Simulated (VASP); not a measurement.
# Si31C32 (a cell with a defect) in VASP: a series of runs

Si31C32 (a cell with a defect) is run at these levels: PBEsol; tasks: single point.

Everything below comes from runs of VASP 6.6.1. Logs are shortened: lines on timing, memory, paths and dates and some standing lists are left out, and cuts for length are marked.

## (1) The cell of the first run

The cell holds a defect, 63 atoms: a = 8.714 Å, b = 8.714 Å, c = 8.714 Å, α = 90.00°, β = 90.00°, γ = 90.00°.

## (2) Single point, PBEsol

INCAR reads:

```
SYSTEM = Si31C32
PREC     = Accurate       ! precision mode
ENCUT    = 520            ! plane-wave cutoff, eV
EDIFF    = 1E-6           ! SCF threshold, eV
ISMEAR   = -1             ! smearing method
SIGMA    = 0.05           ! smearing width, eV
LREAL    = Auto         
LASPH    = .True.         ! aspherical terms in the spheres
NELM     = 120            ! most SCF steps
ALGO     = Normal         ! electronic algorithm
ISIF     = 2              ! what is computed and relaxed
LWAVE    = .False.        ! write WAVECAR
LCHARG   = .False.        ! write CHGCAR
GGA      = PS             ! functional
ISYM     = -1           
NBANDS   = 163            ! bands
GGA_COMPAT= .False.
```

KPOINTS reads:

```
explicit points
1
Reciprocal
  0.25000000   0.25000000   0.25000000 1
```

POSCAR reads:

```
Si31C32
1.0
    8.7137060000      0.0000000000      0.0000000000
    0.0000000000      8.7137060000      0.0000000000
    0.0000000000      0.0000000000      8.7137060000
Si C
31 32
Direct
    0.0002090000      0.9997340000      0.0002930000
    0.9990460000      0.9996060000      0.5015510000
    0.9990300000      0.5009930000      0.0001790000
    0.0004280000      0.4996840000      0.5002230000
    0.5022020000      0.9997630000      0.0003290000
    0.5005420000      0.9992490000      0.5002740000
    0.5005280000      0.4996880000      0.9997980000
    0.2504200000      0.2497350000      0.0004150000
    0.2479860000      0.2482210000      0.4978450000
    0.2507040000      0.7491240000      0.9993710000
    0.2499790000      0.7493520000      0.5028720000
    0.7493460000      0.2500990000      0.0006480000
    0.7507170000      0.2519180000      0.5047820000
    0.7503090000      0.7502050000      0.9993030000
    0.7502870000      0.7476370000      0.5009380000
    0.2504080000      0.9998490000      0.2503120000
    0.2507030000      0.9988190000      0.7496740000
    0.2479900000      0.4972410000      0.2487830000
    0.2499680000      0.5023070000      0.7498740000
    0.7493730000      0.0000450000      0.2506640000
    0.7502990000      0.9987660000      0.7507900000
    0.7506710000      0.5042390000      0.2524890000
    0.7502840000      0.5003720000      0.7481990000
    0.9987710000      0.2495720000      0.2501260000
    0.0008740000      0.2491740000      0.7509320000
    0.0008650000      0.7503560000      0.2497330000
    0.9987500000      0.7499560000      0.7504960000
    0.4986650000      0.2519550000      0.2525070000
    0.5029010000      0.2512270000      0.7485590000
    0.5029170000      0.7480320000      0.2517370000
    0.5030190000      0.7463390000      0.7468940000
    0.1251160000      0.1249930000      0.1255460000
    0.1241980000      0.1229600000      0.6261280000
    0.1242060000      0.6255670000      0.1235250000
    0.1243540000      0.6255020000      0.6260630000
    0.6248500000      0.1261430000      0.1267230000
    0.6259350000      0.1245500000      0.6258800000
    0.6259490000      0.6253110000      0.1251270000
    0.6392120000      0.6320520000      0.6326210000
    0.3752810000      0.3749710000      0.1251120000
    0.3589660000      0.3602280000      0.6363470000
    0.3747390000      0.8751870000      0.1248700000
    0.3763740000      0.8743120000      0.6254600000
    0.8748190000      0.3749180000      0.1255260000
    0.8780860000      0.3745880000      0.6270150000
    0.8750630000      0.8756000000      0.1254680000
    0.8761780000      0.8760240000      0.6255080000
    0.3752660000      0.1245340000      0.3755590000
    0.3747420000      0.1243000000      0.8757640000
    0.3589750000      0.6357930000      0.3607680000
    0.3763810000      0.6249200000      0.8748900000
    0.8748410000      0.1249530000      0.3754890000
    0.8750380000      0.1248930000      0.8761760000
    0.8780880000      0.6264420000      0.3751480000
    0.8761730000      0.6249470000      0.8765950000
    0.1235780000      0.3739300000      0.3745080000
    0.1245760000      0.3743260000      0.8770790000
    0.1245920000      0.8765120000      0.3748830000
    0.1254250000      0.8747600000      0.8753250000
    0.6373760000      0.3681920000      0.3687540000
    0.6258520000      0.3753830000      0.8752210000
    0.6258880000      0.8746350000      0.3759360000
    0.6250390000      0.8751790000      0.8757560000
```

Potentials or basis: VASP PAW PBE potentials, release 64 (Si, C).

On the command line:

```
$ cat potpaw_PBE.64/Si/POTCAR potpaw_PBE.64/C/POTCAR > POTCAR
$ mpirun -np 1 vasp_std > vasp.out
```

OUTCAR:

```text
SYSTEM = Si31C32
   PREC = Accurate
   ENCUT = 520
   EDIFF = 1E-6
   ISMEAR = -1
   LREAL = Auto
   LASPH = .True.
   NELM = 120
   ISIF = 2
   GGA = PS
   ISYM = -1

 ion  position               nearest neighbor table
   1  0.000  1.000  0.000-  53 1.88  46 1.88  59 1.89  32 1.89  25 3.07  26 3.07  21 3.08  14 3.08
                            27 3.08  24 3.08   8 3.08  16 3.08  10 3.09  17 3.09  20 3.09  12 3.09
   2  0.999  1.000  0.502-  47 1.86  33 1.88  58 1.89  52 1.89   9 3.07  21 3.07  27 3.07  25 3.07
                            17 3.08  20 3.08  13 3.08  15 3.09  26 3.09  11 3.09  24 3.09  16 3.10
   3  0.999  0.501  0.000-  55 1.86  34 1.88  57 1.89  44 1.89  18 3.07  14 3.07  27 3.07  26 3.07
                            10 3.08  12 3.08  22 3.09  23 3.09  25 3.09  19 3.09  24 3.09   8 3.10
   4  0.000  0.500  0.500-  54 1.88  45 1.88  56 1.88  35 1.89  13 3.07  22 3.07  15 3.07  23 3.07
                            18 3.07   9 3.07  19 3.08  11 3.08  24 3.08  27 3.08  26 3.09  25 3.09
   5  0.502  1.000  0.000-  63 1.87  36 1.89  49 1.89  42 1.89  12 3.07  20 3.07  21 3.07  14 3.07
                             8 3.09  16 3.09  10 3.09  17 3.09  30 3.10  29 3.10  28 3.11  31 3.12
   6  0.501  0.999  0.500-  43 1.88  62 1.88  48 1.89  37 1.89  20 3.07  17 3.08  31 3.08  30 3.08
                            16 3.08  21 3.08  29 3.08  11 3.08  28 3.08  15 3.09   9 3.09  13 3.10
   7  0.501  0.500  1.000-  61 1.88  51 1.88  40 1.89  38 1.89  12 3.07  10 3.08  31 3.08  29 3.08
                             8 3.08  14 3.08  30 3.08  28 3.08  19 3.08  23 3.09  18 3.09  22 3.10
   8  0.250  0.250  0.000-  57 1.88  49 1.88  40 1.89  32 1.89  18 3.06  25 3.07  16 3.08   7 3.08
                             1 3.08  28 3.08  24 3.09  17 3.09   5 3.09   3 3.10  19 3.10  29 3.11
   9  0.248  0.248  0.498-  41 1.83  48 1.88  56 1.88  33 1.90  16 3.06  28 3.06  24 3.06   2 3.07
[... 63 lines left out ...]
  50  0.359  0.636  0.361-  18 1.83  11 1.85  30 1.85
  51  0.376  0.625  0.875-  19 1.88   7 1.88  10 1.88  31 1.89
  52  0.875  0.125  0.375-  24 1.88  20 1.89   2 1.89  13 1.91
  53  0.875  0.125  0.876-   1 1.88  25 1.89  12 1.89  21 1.89
  54  0.878  0.626  0.375-  26 1.87  22 1.87   4 1.88  15 1.89
  55  0.876  0.625  0.877-   3 1.86  27 1.88  14 1.88  23 1.91
  56  0.124  0.374  0.375-  18 1.88   9 1.88  24 1.88   4 1.88
  57  0.125  0.374  0.877-   8 1.88  25 1.89   3 1.89  19 1.91
  58  0.125  0.877  0.375-  16 1.88  26 1.89   2 1.89  11 1.91
  59  0.125  0.875  0.875-  10 1.89  17 1.89   1 1.89  27 1.89
  60  0.637  0.368  0.369-  22 1.85  13 1.85  28 1.87
  61  0.626  0.375  0.875-  29 1.88   7 1.88  12 1.88  23 1.89
  62  0.626  0.875  0.376-  30 1.88  20 1.88   6 1.88  15 1.89
  63  0.625  0.875  0.876-   5 1.87  14 1.88  21 1.88  31 1.91

IMPORTANT INFORMATION: All symmetrisations will be switched off!
NOSYMM: (Re-)initialisation of all symmetry stuff for point group C_1.

----------------------------------------------------------------------------------------

                                     Primitive cell

  volume of cell :     661.6201

  direct lattice vectors                    reciprocal lattice vectors
[... 183 lines left out ...]
   EFERMI_NEDOS =   21; number of points for ismear=-14 and -15
   IALGO  =     38    algorithm
   IMIX   =      4    mixing-type and parameters
     AMIX     =   0.40;   BMIX     =  1.00
     AMIX_MAG =   1.60;   BMIX_MAG =  1.00
  volume/ion in A,a.u.               =      10.50        70.87
  Fermi-wavevector in a.u.,A,eV,Ry     =   1.186694  2.242527 19.160307  1.408243
  Thomas-Fermi vector in A             =   2.322861
   LORBIT       =      0    0 simple, 1 ext, 2 COOP (PROOUT), +10 PAW based schemes
   GGA     = PS    functional components
   LHFCALC =     F    Hartree Fock is set to
   AEXX    =    0.0000 exact exchange contribution
   IVDW    =     0    specifies the selected vdW correction
   LEPSILON=     F    determine dielectric tensor
   LRPA    =     F    only Hartree local field effects (RPA)
 non-spin polarized calculation
  energy-cutoff  :      520.00
  volume of cell :      661.62
 maximum number of plane-waves:     17779
 NGX is ok and might be reduce to    64
   NGX = 33   NGY = 33   NGZ = 33

 number of electron     251.9999973 magnetization

 Free energy of the ion-electron system (eV)
  ---------------------------------------------------
  ext. energy  EPLUGINS =         0.00000000
  ---------------------------------------------------
  free energy    TOTEN  =      -495.21815372 eV

  energy without entropy =     -495.09212581  energy(sigma->0) =     -495.15513977

 E-fermi :   8.3331     XC(G=0): -11.4023

 val. band max:        8.2737442119   @ k =   0.2500   0.2500   0.2500
 cond. band min:       8.4238727070   @ k =   0.2500   0.2500   0.2500
 fundamental gap:      0.1501284951
 Fermi energy:         8.3330760735

 k-point     1 :       0.2500    0.2500    0.2500
  band No.  band energies     occupation
      1      -7.3629      2.00000
      2      -6.6155      2.00000
      3      -6.6067      2.00000
      4      -6.4465      2.00000
      5      -5.8469      2.00000
      6      -5.8422      2.00000
[... 130 lines left out ...]
    137      12.0046      0.00000
    138      12.0896      0.00000
 [bands above 138 left out]

------------------------ aborting loop because EDIFF is reached ----------------------------------------

  FORCE on cell =-STRESS in cart. coord.  units (eV):
  Direction    XX          YY          ZZ          XY          YZ          ZX
  --------------------------------------------------------------------------------------
  -------------------------------------------------------------------------------------
  Total        5.8089310      3.1220754      3.1095377     -0.7532640     -2.0940319     -0.7246649
  in kB       14.0668901      7.5604085      7.5300472     -1.8241020     -5.0709013     -1.7548464
  external PRESSURE =       9.7191153 kB  Pullay stress =       0.0000000 kB

 VOLUME and BASIS-vectors are now :
 -----------------------------------------------------------------------------
  energy-cutoff  :      520.00
  volume of cell :      661.62
      direct lattice vectors                 reciprocal lattice vectors
     8.713706000  0.000000000  0.000000000     0.114761733  0.000000000  0.000000000
     0.000000000  8.713706000  0.000000000     0.000000000  0.114761733  0.000000000
     0.000000000  0.000000000  8.713706000     0.000000000  0.000000000  0.114761733

 POSITION                                       TOTAL-FORCE (eV/Angst)
 -----------------------------------------------------------------------------------
      0.00182      8.71139      0.00255         0.007947     -0.003900     -0.003426
      8.70539      8.71027      4.37037         0.010941      0.003813      0.000963
      8.70525      4.36551      0.00156         0.013115      0.000022      0.002687
      0.00373      4.35410      4.35880         0.004547     -0.005729     -0.001553
      4.37604      8.71164      0.00287        -0.067105      0.009562      0.008343
      4.36158      8.70716      4.35924        -0.003788      0.010189     -0.006197
[... 55 lines left out ...]
      5.45380      7.62131      3.27580         0.016136     -0.001128     -0.006180
      5.44641      7.62605      7.63108         0.025044     -0.002158     -0.002882
 -----------------------------------------------------------------------------------
    total drift:                               -0.011141      0.024962     -0.002921

  FREE ENERGIE OF THE ION-ELECTRON SYSTEM (eV)
  ---------------------------------------------------
  free  energy   TOTEN  =      -495.2181537230 eV

  energy  without entropy=     -495.0921258149  energy(sigma->0) =     -495.15513977
```

Run time: 4.6 min. Hardware: 1 thread of AMD EPYC 9R45 (Zen 5), shared host; peak memory 0.65 GiB.

Results:

```yaml
Free_energy: -495.2182 eV
Pressure: 1.0 GPa
Largest_force: 0.367 eV/Å
```

Forces on the atoms (eV/Å):
```
Si   0.008 -0.004 -0.003
Si   0.011  0.004  0.001
Si   0.013  0.000  0.003
Si   0.005 -0.006 -0.002
Si  -0.067  0.010  0.008
Si  -0.004  0.010 -0.006
Si  -0.003  0.003  0.014
Si   0.019 -0.023 -0.008
Si  -0.009 -0.045 -0.036
Si   0.009  0.022  0.011
Si   0.057 -0.010  0.009
Si  -0.021 -0.001  0.002
Si  -0.059 -0.026 -0.014
Si  -0.004 -0.004  0.012
Si   0.019  0.090 -0.086
Si   0.022 -0.005 -0.025
Si   0.011  0.007  0.026
Si  -0.008 -0.030 -0.043
Si   0.059  0.013  0.003
Si  -0.022  0.008  0.001
Si  -0.004  0.005 -0.005
Si  -0.052 -0.018 -0.024
Si   0.019 -0.087  0.091
Si   0.002 -0.017 -0.014
Si   0.002 -0.027  0.014
Si   0.008  0.013 -0.025
Si   0.023  0.023  0.031
Si   0.110  0.045  0.053
Si  -0.062 -0.014  0.047
Si  -0.064  0.042 -0.007
Si   0.013 -0.021 -0.019
C    0.001  0.008  0.012
C    0.021  0.038 -0.005
C    0.023 -0.009  0.040
C    0.001 -0.001 -0.005
C    0.017 -0.063 -0.062
C    0.018 -0.002 -0.005
C    0.010 -0.002 -0.009
C   -0.291  0.149  0.148
C   -0.008 -0.005  0.000
C    0.166  0.088  0.110
C    0.031  0.003  0.005
C   -0.015  0.004  0.003
C    0.021 -0.011 -0.010
C   -0.021  0.028 -0.005
C    0.004 -0.013  0.003
C   -0.042 -0.039  0.012
C   -0.007  0.008 -0.011
C    0.032  0.011 -0.005
C    0.162  0.110  0.085
C   -0.021  0.001 -0.004
C    0.025 -0.012 -0.012
C    0.003  0.010 -0.018
C   -0.023 -0.002  0.026
C   -0.042  0.012 -0.045
C    0.019  0.011  0.011
C    0.009 -0.012 -0.022
C    0.005 -0.023 -0.007
C   -0.005 -0.004 -0.004
C   -0.187 -0.225 -0.221
C    0.023 -0.011 -0.005
C    0.016 -0.001 -0.006
C    0.025 -0.002 -0.003
```

Levels at points of the mesh, in eV from the Fermi level:
| k point | band 123 | band 124 | band 125 | band 126 | band 127 | band 128 | band 129 | band 130 |
| --- | --- | --- | --- | --- | --- | --- | --- | --- |
| (0.25, 0.25, 0.25) | -1.22 | -0.93 | -0.92 | -0.06 | 0.09 | 0.11 | 1.68 | 1.69 |

Caveat: the PAW data sets were made with another functional, which shifts forces and pressure a little.

## (3) Single point, PBEsol

INCAR reads:

```
PREC = Accurate
ENCUT = 520
EDIFF = 1E-6
ISMEAR = -1
SIGMA = 0.05
LREAL = Auto
LASPH = T
NELM = 120
ALGO = Normal
ISIF = 2
LWAVE = F
LCHARG = F
GGA = PS
NELECT = 250.0
ISYM = -1
NBANDS = 163
GGA_COMPAT = F
```

KPOINTS is that of step 2.

POSCAR reads:

```
Si31C32
1.0
    8.7137060000      0.0000000000      0.0000000000
    0.0000000000      8.7137060000      0.0000000000
    0.0000000000      0.0000000000      8.7137060000
Si C
31 32
Direct
    0.0001270000      0.9997820000      0.0003320000
    0.9997460000      0.9993090000      0.5006480000
    0.9997850000      0.5000800000      0.9999670000
    0.0005290000      0.4996240000      0.5001820000
    0.5004600000      0.9992740000      0.9998200000
    0.4999780000      0.0002020000      0.5001600000
    0.4999670000      0.4996110000      0.0007520000
    0.2499190000      0.2495270000      0.0004120000
    0.2488740000      0.2485390000      0.4972560000
    0.2489010000      0.7496270000      0.0007090000
    0.2495750000      0.7502050000      0.5044160000
    0.7499880000      0.2485860000      0.0006180000
    0.7505770000      0.2492680000      0.5044650000
    0.7503600000      0.7498960000      0.0000540000
    0.7524230000      0.7521300000      0.4943240000
    0.2498990000      0.9998510000      0.2500540000
    0.2489170000      0.0001510000      0.7501620000
    0.2489300000      0.4967070000      0.2491520000
    0.2496010000      0.5038260000      0.7507530000
    0.7499850000      0.0001250000      0.2490960000
    0.7503360000      0.9994580000      0.7504720000
    0.7505410000      0.5038630000      0.2498580000
    0.7525820000      0.4939000000      0.7527940000
    0.0002090000      0.2495250000      0.2501100000
    0.0004370000      0.2485660000      0.7501780000
    0.0004760000      0.7496080000      0.2491440000
    0.9999040000      0.7499350000      0.7505770000
    0.4970970000      0.2484560000      0.2490230000
    0.5042960000      0.2492970000      0.7507520000
    0.5041910000      0.7502070000      0.2498640000
    0.4939250000      0.7520100000      0.7525590000
    0.1251130000      0.1247430000      0.1253050000
    0.1241310000      0.1238310000      0.6255500000
    0.1241930000      0.6249770000      0.1244300000
    0.1243590000      0.6253080000      0.6258610000
    0.6253750000      0.1237460000      0.1242390000
    0.6256790000      0.1240070000      0.6258570000
    0.6256770000      0.6253230000      0.1245580000
    0.6443910000      0.6441820000      0.6446760000
    0.3750570000      0.3746830000      0.1246670000
    0.3617490000      0.3613780000      0.6394370000
    0.3738850000      0.8751890000      0.1247240000
    0.3748210000      0.8761810000      0.6257200000
    0.8755380000      0.3734530000      0.1247840000
    0.8764680000      0.3745730000      0.6257580000
    0.8753050000      0.8749330000      0.1249780000
    0.8752420000      0.8748090000      0.6268950000
    0.3750530000      0.1241240000      0.3752390000
    0.3739320000      0.1242060000      0.8757030000
    0.3617850000      0.6388540000      0.3620170000
    0.3748050000      0.6251670000      0.8767110000
    0.8755540000      0.1242050000      0.3740820000
    0.8752980000      0.1243950000      0.8754650000
    0.8764700000      0.6251730000      0.3750850000
    0.8753780000      0.6262390000      0.8755310000
    0.1244470000      0.3747100000      0.3752520000
    0.1245810000      0.3734360000      0.8757430000
    0.1245690000      0.8751840000      0.3740540000
    0.1248080000      0.8749690000      0.8755130000
    0.6393070000      0.3613100000      0.3618920000
    0.6255700000      0.3745710000      0.8766740000
    0.6255450000      0.8761810000      0.3750480000
    0.6267260000      0.8746780000      0.8752520000
```

Potentials or basis: VASP PAW PBE potentials, release 64 (Si, C).

On the command line:

```
$ cat potpaw_PBE.64/Si/POTCAR potpaw_PBE.64/C/POTCAR > POTCAR
$ mpirun -np 1 vasp_std > vasp.out
```

Run time: 3 min. Hardware: 1 thread of AMD EPYC 9R45 (Zen 5), shared host; peak memory 0.65 GiB.

The run converged. Its results:

| Item | Value |
| --- | --- |
| Free energy | -511.2862 eV |
| Largest force | 0.114 eV/Å |

Forces in eV/Å, atoms in the order of the input:
```
Si  -0.001 -0.002 -0.002
Si  -0.002  0.010  0.019
Si   0.005  0.011  0.007
Si  -0.009  0.018  0.016
Si   0.023  0.003  0.001
Si   0.015 -0.008  0.017
Si   0.018  0.022 -0.011
Si   0.005 -0.002  0.000
Si   0.013  0.013  0.036
Si   0.003  0.005 -0.006
Si   0.009  0.005 -0.006
Si   0.007 -0.002  0.000
Si   0.006  0.004 -0.010
Si   0.006  0.007 -0.001
Si  -0.022 -0.023  0.101
Si   0.005  0.004  0.008
Si   0.002 -0.003  0.009
Si   0.014  0.035  0.010
Si   0.001 -0.004  0.006
Si   0.008 -0.004  0.002
Si   0.003  0.001  0.005
Si   0.007 -0.005 -0.006
Si  -0.036  0.098 -0.036
Si   0.003  0.003  0.003
Si   0.000  0.003  0.005
Si  -0.007  0.007  0.001
Si   0.000  0.007  0.001
Si   0.037  0.019  0.013
Si  -0.012  0.003  0.002
Si   0.003  0.005 -0.005
Si   0.111 -0.017 -0.018
C    0.006  0.005  0.004
C    0.008  0.000 -0.006
C    0.010 -0.007  0.008
C   -0.012 -0.001  0.004
C   -0.007  0.006  0.011
C    0.003 -0.015  0.002
C   -0.005 -0.002 -0.005
C   -0.007 -0.017 -0.007
C   -0.017 -0.020 -0.005
C   -0.002 -0.008 -0.053
C    0.011 -0.015  0.004
C   -0.021  0.003 -0.011
C   -0.008  0.013 -0.001
C    0.006 -0.022 -0.004
C   -0.011 -0.012  0.008
C    0.017  0.010 -0.038
C   -0.021 -0.008 -0.023
C    0.000 -0.001 -0.010
C   -0.010 -0.048 -0.005
C   -0.022 -0.008  0.001
C   -0.014 -0.004  0.006
C   -0.016  0.014 -0.013
C    0.003  0.000 -0.021
C    0.006 -0.026  0.011
C   -0.008 -0.021 -0.015
C   -0.003  0.010 -0.008
C    0.002 -0.014  0.004
C    0.007 -0.012 -0.009
C   -0.057 -0.009 -0.003
C   -0.005 -0.019  0.006
C   -0.009  0.000 -0.017
C   -0.040  0.017  0.023
```

Levels at points of the mesh, in eV from the Fermi level:
| k point | band 121 | band 122 | band 123 | band 124 | band 125 | band 126 | band 127 | band 128 | band 129 | band 130 |
| --- | --- | --- | --- | --- | --- | --- | --- | --- | --- | --- |
| (0.25, 0.25, 0.25) | -0.55 | -0.55 | -0.44 | -0.18 | -0.18 | 0.15 | 0.76 | 0.76 | 2.53 | 2.53 |

Caveat: the cell carries a net charge on a neutralising background, which shifts energy and pressure; the cell is charged against a uniform background, so pressure and absolute levels hang on convention; the PAW data sets were made with another functional, which shifts forces and pressure a little.

(Continued in part 2 of 2.)
